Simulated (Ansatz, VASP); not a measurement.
Cu: VASP beside Ansatz

Contents of INCAR:

```
PREC = Accurate ; ENCUT = 600
EDIFF = 1E-6 ; ISMEAR = 1
SIGMA = 0.15 ; LREAL = F
LASPH = T ; NELM = 120
ALGO = Normal ; ISIF = 2
LWAVE = F ; LCHARG = F
NBANDS = 30 ; GGA_COMPAT = F
```

KPOINTS

```
Automatic mesh
0
Gamma
  7 7 2
```

POSCAR

```
Cu
1.0
    2.5307600000      0.0000000000      0.0000000000
   -1.2653800000      2.1917100000      0.0000000000
    0.0000000000      0.0000000000      8.2618200000
Cu
4
Direct
    0.0156800000      0.0041500000      0.9930900000
    0.3406900000      0.7000400000      0.2437600000
    0.0175900000      0.0113400000      0.4854500000
    0.6664500000      0.3445300000      0.7447600000
```

Input for Ansatz:

```yaml
crystal:
  lattice:
    - [2.53076, 0.0, 0.0]
    - [-1.26538, 2.19171, 0.0]
    - [0.0, 0.0, 8.26182]
  atoms:
    - { symbol: Cu, position: [0.01568, 0.00415, 0.99309] }
    - { symbol: Cu, position: [0.34069, 0.70004, 0.24376] }
    - { symbol: Cu, position: [0.01759, 0.01134, 0.48545] }
    - { symbol: Cu, position: [0.66645, 0.34453, 0.74476] }
basis:
  ecutwfc: 540.0
  xc_grid: 2
kpoints:
  mp_grid:
    grid: [7, 7, 2]
hamiltonian:
  xc: lda
scf:
  convergence:
    dr2_threshold: 1.0e-09
  occupations:
    method: cold
    width: 0.15
output:
  forces: true
  stress: true
```

Alike in both runs: task single point; functional LDA; k mesh 7 × 7 × 2; no spin polarisation.

|  | VASP | Ansatz |
| --- | --- | --- |
| version | VASP 6.6.1 | Ansatz 0.2.0 |
| potentials or method | VASP PAW LDA potentials, release 64 (Cu), cutoff 600 eV | plane waves, PAW |
| occupations | methfessel-paxton of order 1, width 0.15 eV | cold, width 0.15 eV |
| valence electrons in the cell | 44 | 76 |

Ansatz gave:

| Item | Value |
| --- | --- |
| pressure (GPa) | -8.5 |
| traceless stress, the component that is largest in VASP (GPa) | -0.55 |
| rms of the force components (eV/Å) | 0.193 |

Task: What did VASP give for the same quantities?

Result: Pressure (GPa): -7.4; traceless stress, the component that is largest in VASP (GPa): -0.49; rms of the force components (eV/Å): 0.198.

LDA's correlation is that of Perdew and Zunger in VASP and of Perdew and Wang (1992) in Ansatz. Atom by atom the forces differ by 0.006 eV/Å (rms over components). VASP's potentials hold 44 valence electrons a cell and Ansatz's 76, so a difference there can come from the potentials and not from the codes. Ansatz's warnings: stress scf threshold loose.

The k mesh is coarse, so the values compare programs but aren't converged.
